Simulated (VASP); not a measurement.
# Ti6H in VASP: single point with PBE

Aim: the single point of Ti6H with PBE.

All numbers are computed with VASP 6.6.1; they aren't measurements. Logs are shortened: lines on timing, memory, paths and dates and some standing lists are left out, and cuts for length are marked.

## (1) The cell of the first run

The cell holds a slab with vacuum, 7 atoms: a = 2.938 Å, b = 4.650 Å, c = 21.284 Å, α = 90.00°, β = 90.00°, γ = 90.00°.

## (2) Single point, PBE

INCAR

```
SYSTEM = Ti6H
ALGO = Normal
DIPOL = 0.5 0.5 0.353
EDIFF = 1E-7
ENCUT = 520
GGA = PE
IDIPOL = 3
ISIF = 2
ISMEAR = 0
LASPH = .True.
LCHARG = .False.
LDIPOL = .True.
LREAL = .False.
LWAVE = .False.
NBANDS = 46
NELM = 80
PREC = Accurate
SIGMA = 0.1
```

KPOINTS

```
k-points
0
Gamma
  9 6 1
  0 0 0
```

POSCAR

```
Ti6H
1.0
    2.9381632085      0.0000000000      0.0000000000
    0.0000000000      4.6504654182      0.0000000000
    0.0000000000      0.0000000000     21.2842242132
Ti H
6 1
Direct
    0.0000000000      0.7500000000      0.1879326190
    0.5000000000      0.2500000000      0.2277825403
    0.5000000000      0.7500000000      0.3074823829
    0.0000000000      0.2500000000      0.3461291980
    0.2944939429      0.6638394642      0.4305050272
    0.7946362119      0.1917492228      0.4679042772
    1.3333333333      0.4166666667      0.5057896650
```

Potentials or basis: VASP PAW PBE potentials, release 64 (Ti_sv, H).

The run is started by

```
$ cat potpaw_PBE.64/Ti_sv/POTCAR potpaw_PBE.64/H/POTCAR > POTCAR
$ mpirun -np 1 vasp_std > vasp.out
```

OUTCAR:

```text
SYSTEM = Ti6H
   EDIFF = 1E-7
   ENCUT = 520
   GGA = PE
   ISIF = 2
   ISMEAR = 0
   LASPH = .True.
   LREAL = .False.
   NELM = 80
   PREC = Accurate

 ion  position               nearest neighbor table
   1  0.000  0.750  0.188-   2 2.88   2 2.88   2 2.88   2 2.88
   2  0.500  0.250  0.228-   1 2.88   1 2.88   1 2.88   1 2.88   3 2.88   3 2.88   4 2.92   4 2.92

   3  0.500  0.750  0.307-   5 2.72   4 2.87   4 2.87   4 2.87   4 2.87   2 2.88   2 2.88
   4  0.000  0.250  0.346-   6 2.67   5 2.77   3 2.87   3 2.87   3 2.87   3 2.87   2 2.92   2 2.92

   5  0.294  0.664  0.431-   3 2.72   6 2.76   6 2.76   4 2.77
   6  0.795  0.192  0.468-   7 1.89   4 2.67   5 2.76   5 2.76
   7  0.333  0.417  0.506-   6 1.89

  LATTYP: Found a simple orthorhombic cell.
 ALAT       =     2.9381632085
 B/A-ratio  =     1.5827798145
 C/A-ratio  =     7.2440578357

  Lattice vectors:

 A1 = (   2.9381632085,   0.0000000000,   0.0000000000)
 A2 = (   0.0000000000,   4.6504654182,   0.0000000000)
 A3 = (   0.0000000000,   0.0000000000,  21.2842242132)

Analysis of symmetry for initial positions (statically):
=====================================================================
 Subroutine PRICEL returns:
 Original cell was already a primitive cell.

 Routine SETGRP: Setting up the symmetry group for a
 simple orthorhombic supercell.

 Subroutine GETGRP returns: Found  1 space group operations
 (whereof  1 operations were pure point group operations)
 out of a pool of  8 trial point group operations.

The static configuration has the point symmetry C_1 .

Analysis of symmetry for dynamics (positions and initial velocities):
=====================================================================
 Subroutine PRICEL returns:
 Original cell was already a primitive cell.

 Routine SETGRP: Setting up the symmetry group for a
 simple orthorhombic supercell.

 Subroutine GETGRP returns: Found  1 space group operations
 (whereof  1 operations were pure point group operations)
 out of a pool of  8 trial point group operations.

The dynamic configuration has the point symmetry C_1 .

 Subroutine INISYM returns: Found  1 space group operations
 (whereof  1 operations are pure point group operations),
 and found     1 'primitive' translations

----------------------------------------------------------------------------------------

                                     Primitive cell

  volume of cell :     290.8239

  direct lattice vectors                    reciprocal lattice vectors
     2.938163208  0.000000000  0.000000000     0.340348690  0.000000000  0.000000000
     0.000000000  4.650465418  0.000000000     0.000000000  0.215032241  0.000000000
     0.000000000  0.000000000 21.284224213     0.000000000  0.000000000  0.046983155

  length of vectors
     2.938163208  4.650465418 21.284224213     0.340348690  0.215032241  0.046983155

  position of ions in fractional coordinates (direct lattice)
     0.000000000  0.750000000  0.187932619
     0.500000000  0.250000000  0.227782540
     0.500000000  0.750000000  0.307482383
     0.000000000  0.250000000  0.346129198
     0.294493943  0.663839464  0.430505027
     0.794636212  0.191749223  0.467904277
     0.333333333  0.416666667  0.505789665

  ion indices of the primitive-cell ions
   primitive index   ion index
                 1           1
                 2           2
                 3           3
                 4           4
                 5           5
                 6           6
                 7           7

----------------------------------------------------------------------------------------

 KPOINTS: k-points

Automatic generation of k-mesh.
 Grid dimensions read from file:
 generate k-points for:    9    6    1

 Generating k-lattice:

  Cartesian coordinates                     Fractional coordinates (reciprocal lattice)
     0.037816521  0.000000000  0.000000000     0.111111111  0.000000000  0.000000000
     0.000000000  0.035838707  0.000000000     0.000000000  0.166666667  0.000000000
     0.000000000  0.000000000  0.046983155     0.000000000  0.000000000  1.000000000

  Length of vectors
     0.037816521  0.035838707  0.046983155

  Shift w.r.t. Gamma in fractional coordinates (k-lattice)
     0.000000000  0.000000000  0.000000000

 Subroutine IBZKPT returns following result:
 ===========================================

 Found     28 irreducible k-points:

 Following reciprocal coordinates:
            Coordinates               Weight
  0.000000  0.000000  0.000000      1.000000
  0.111111  0.000000  0.000000      2.000000
  0.222222  0.000000  0.000000      2.000000
  0.333333  0.000000  0.000000      2.000000
  0.444444  0.000000  0.000000      2.000000
  0.000000  0.166667  0.000000      2.000000
[... 16 lines left out ...]
  0.444444 -0.333333  0.000000      2.000000
  0.000000  0.500000  0.000000      1.000000
 [... further k-points ...]
   k-points           NKPTS =     28   k-points in BZ     NKDIM =     28   number of bands    NBANDS=     46
   number of dos      NEDOS =    301   number of ions     NIONS =      7
   total plane-waves  NPLWV = 138240
   dimension x,y,z NGX =    24 NGY =   36 NGZ =  160
   dimension x,y,z NGXF=    48 NGYF=   72 NGZF=  320
   ions per type =               6   1
   NGX,Y,Z   is equivalent  to a cutoff of  13.58, 12.87, 12.50 a.u.
   NGXF,Y,Z  is equivalent  to a cutoff of  27.16, 25.74, 24.99 a.u.
 SYSTEM =  Ti6H
   PREC   = accura    normal or accurate (medium, high low for compatibility)
   ISTART =      0    job   : 0-new  1-cont  2-samecut
   ICHARG =      2    charge: 1-file 2-atom 10-const
   ISPIN  =      1    spin polarized calculation?
   LNONCOLLINEAR =      F non collinear calculations
   LSORBIT =      F    spin-orbit coupling
   LASPH  =      T    aspherical Exc in radial PAW
   ENCUT  =  520.0 eV  38.22 Ry    6.18 a.u.   5.46  8.65 39.57*2*pi/ulx,y,z
   NELM   =     80;   NELMIN=  2; NELMDL= -5     # of ELM steps
   EDIFF  = 0.1E-06   stopping-criterion for ELM
   LREAL  =      F    real-space projection
   EDIFFG = 0.1E-05   stopping-criterion for IOM
   NSW    =      0    number of steps for IOM
   IBRION =     -1    ionic relax: 0-MD 1-quasi-New 2-CG
   NFREE  =      0    steps in history (QN), initial steepest desc. (CG)
   ISIF   =      2    stress and relaxation
   ISYM   =      2    0-nonsym 1-usesym 2-fastsym
   POTIM  = 0.5000    time-step for ionic-motion
   TEBEG  =    0.0;   TEEND  =   0.0 temperature during run
   PSTRESS=    0.0 pullay stress
   NELECT =      73.0000    total number of electrons
   NUPDOWN=      -1.0000    fix difference up-down
   EMIN   =  10.00;   EMAX   =-10.00  energy-range for DOS
   EFERMI =   0.00;   METHOD = LEGACY
   ISMEAR =     0;   SIGMA  =   0.10  broadening in eV -4-tet -1-fermi 0-gaus
   EFERMI_NEDOS =   21; number of points for ismear=-14 and -15
   IALGO  =     38    algorithm
   IMIX   =      4    mixing-type and parameters
     AMIX     =   0.40;   BMIX     =  1.00
     AMIX_MAG =   1.60;   BMIX_MAG =  1.00
  volume/ion in A,a.u.               =      41.55       280.37
  Fermi-wavevector in a.u.,A,eV,Ry     =   1.032696  1.951512 14.510077  1.066461
  Thomas-Fermi vector in A             =   2.166906
   LORBIT       =      0    0 simple, 1 ext, 2 COOP (PROOUT), +10 PAW based schemes
   GGA     = PE    functional components
   LHFCALC =     F    Hartree Fock is set to
   AEXX    =    0.0000 exact exchange contribution
   IVDW    =     0    specifies the selected vdW correction
   LEPSILON=     F    determine dielectric tensor
   LRPA    =     F    only Hartree local field effects (RPA)
 non-spin polarized calculation
 Gauss-broadening in eV      SIGMA  =   0.10
  energy-cutoff  :      520.00
  volume of cell :      290.82
 maximum number of plane-waves:      7881
 NGX is ok and might be reduce to    24
   NGX = 11   NGY = 17   NGZ = 79

 dipolmoment           0.000000      0.000000     -0.001193 electrons x Angstroem

 number of electron      73.0000009 magnetization

 dipolmoment           0.000000      0.000000      0.000393 electrons x Angstroem

 Free energy of the ion-electron system (eV)
  ---------------------------------------------------
  ext. energy  EPLUGINS =         0.00000000
  ---------------------------------------------------
  free energy    TOTEN  =       -47.51267744 eV

  energy without entropy =      -47.44743538  energy(sigma->0) =      -47.48005641

 E-fermi :   0.6747     XC(G=0):  -5.1589

 val. band max:        0.6743180292   @ k =   0.1111  -0.3333   0.0000
 cond. band min:       0.6797600170   @ k =   0.0000   0.0000   0.0000
 fundamental gap:      0.0054419877
 Fermi energy:         0.6746852484

 k-point     1 :       0.0000    0.0000    0.0000
  band No.  band energies     occupation
      1     -56.3953      2.00000
      2     -56.2255      2.00000
      3     -56.0731      2.00000
      4     -56.0007      2.00000
      5     -55.9485      2.00000
      6     -55.8596      2.00000
[... 38 lines left out ...]
     45       1.9507      0.00000
     46       2.0674      0.00000

 k-point     2 :       0.1111    0.0000    0.0000
  band No.  band energies     occupation
      1     -56.3904      2.00000
      2     -56.2199      2.00000
      3     -56.0691      2.00000
      4     -55.9960      2.00000
      5     -55.9452      2.00000
      6     -55.8573      2.00000
[... 38 lines left out ...]
     45       1.9188      0.00000
     46       2.0514      0.00000

 k-point     3 :       0.2222    0.0000    0.0000
  band No.  band energies     occupation
      1     -56.3779      2.00000
      2     -56.2056      2.00000
      3     -56.0592      2.00000
      4     -55.9838      2.00000
      5     -55.9368      2.00000
      6     -55.8517      2.00000
[... 38 lines left out ...]
     45       1.9956      0.00000
     46       2.2334      0.00000

 k-point     4 :       0.3333    0.0000    0.0000
  band No.  band energies     occupation
      1     -56.3637      2.00000
      2     -56.1892      2.00000
      3     -56.0479      2.00000
      4     -55.9701      2.00000
      5     -55.9268      2.00000
      6     -55.8457      2.00000
[... 920 lines left out ...]
     45       2.2424      0.00000
     46       2.3767      0.00000

 k-point    23 :       0.4444   -0.3333    0.0000
  band No.  band energies     occupation
      1     -56.3542      2.00000
      2     -56.1781      2.00000
      3     -56.0368      2.00000
      4     -55.9630      2.00000
      5     -55.9208      2.00000
      6     -55.8433      2.00000
[... 38 lines left out ...]
     45       2.3237      0.00000
     46       2.5142      0.00000

 k-point    24 :       0.0000    0.5000    0.0000
  band No.  band energies     occupation
      1     -56.3890      2.00000
      2     -56.2158      2.00000
      3     -56.0721      2.00000
      4     -55.9980      2.00000
      5     -55.9537      2.00000
      6     -55.8753      2.00000
[... 38 lines left out ...]
     45       2.0246      0.00000
     46       2.1800      0.00000

 [... further k-points ...]

------------------------ aborting loop because EDIFF is reached ----------------------------------------

 vacuum level on the upper side and lower side of the slab       (xc-potential included)        -0.124        -0.165

  FORCE on cell =-STRESS in cart. coord.  units (eV):
  Direction    XX          YY          ZZ          XY          YZ          ZX
  --------------------------------------------------------------------------------------
  -------------------------------------------------------------------------------------
  Total       -3.7769650     -3.5754369     -1.2599616     -0.3333557      0.2902446     -1.5981966
  in kB      -20.8076666    -19.6974288     -6.9412505     -1.8364889      1.5989859     -8.8046201
  external PRESSURE =     -15.8154486 kB  Pullay stress =       0.0000000 kB

 VOLUME and BASIS-vectors are now :
 -----------------------------------------------------------------------------
  energy-cutoff  :      520.00
  volume of cell :      290.82
      direct lattice vectors                 reciprocal lattice vectors
     2.938163208  0.000000000  0.000000000     0.340348690  0.000000000  0.000000000
     0.000000000  4.650465418  0.000000000     0.000000000  0.215032241  0.000000000
     0.000000000  0.000000000 21.284224213     0.000000000  0.000000000  0.046983155

 POSITION                                       TOTAL-FORCE (eV/Angst)
 -----------------------------------------------------------------------------------
      0.00000      3.48785      4.00000        -0.012290      0.000902      0.377307
      1.46908      1.16262      4.84817        -0.018689     -0.073419      0.145369
      1.46908      3.48785      6.54452         0.252969     -0.006250     -0.578948
      0.00000      1.16262      7.36709         0.212134      0.054052      0.071817
      0.86527      3.08716      9.16297        -0.008157     -0.010864      0.010943
      2.33477      0.89172      9.95898         0.019895     -0.003977     -0.018305
      0.97939      1.93769     10.76534        -0.445862      0.039555     -0.008183
 -----------------------------------------------------------------------------------
    total drift:                                0.000107      0.000504     -0.000673

  FREE ENERGIE OF THE ION-ELECTRON SYSTEM (eV)
  ---------------------------------------------------
  free  energy   TOTEN  =       -47.5126774442 eV

  energy  without entropy=      -47.4474353778  energy(sigma->0) =      -47.48005641

 vacuum level on the upper side and lower side of the slab         4.362         4.322
```

Wall time 20 min (1 thread of Intel Xeon Platinum 8259CL at 2.50GHz (Skylake/Cascade Lake), shared host); peak memory 0.52 GiB.

What came out:

- Free energy: -47.5127 eV
- Largest force: 0.632 eV/Å
- Band gap on the k mesh: zero (an odd number of electrons rules out a gap without spin polarisation)

Forces on the atoms (eV/Å):
```
Ti  -0.012  0.001  0.377
Ti  -0.019 -0.073  0.145
Ti   0.253 -0.006 -0.579
Ti   0.212  0.054  0.072
Ti  -0.008 -0.011  0.011
Ti   0.020 -0.004 -0.018
H   -0.446  0.040 -0.008
```
